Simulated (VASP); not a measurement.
Crystal: KBr.

```xyz
2
Lattice="0.0000 3.3022 3.3022 3.3022 0.0000 3.3022 3.3022 3.3022 0.0000" Properties=species:S:1:pos:R:3 pbc="T T T"
K     0.0000    0.0000    0.0000
Br    3.3022    3.3022    3.3022
```

Base run:

* Program: VASP 6.6.1
* Functional: LDA
* Potentials or basis: VASP PAW LDA potentials, release 64 (K_sv, Br)
* Cutoff: 500 eV
* k mesh: 4 × 4 × 4
* Occupations: gaussian, width 0.01 eV
* Spin: no spin polarisation

Its results: band gap on the k mesh 4.03 eV; pressure -1.6 GPa.

**Question.** The run is repeated on the same cell with these changes: k mesh from 4 × 4 × 4 to 2 × 2 × 2. What comes out?

**Answer.** Band gap on the k mesh 3.97 eV; pressure -1.0 GPa.

Caveats: some runs use coarse meshes.

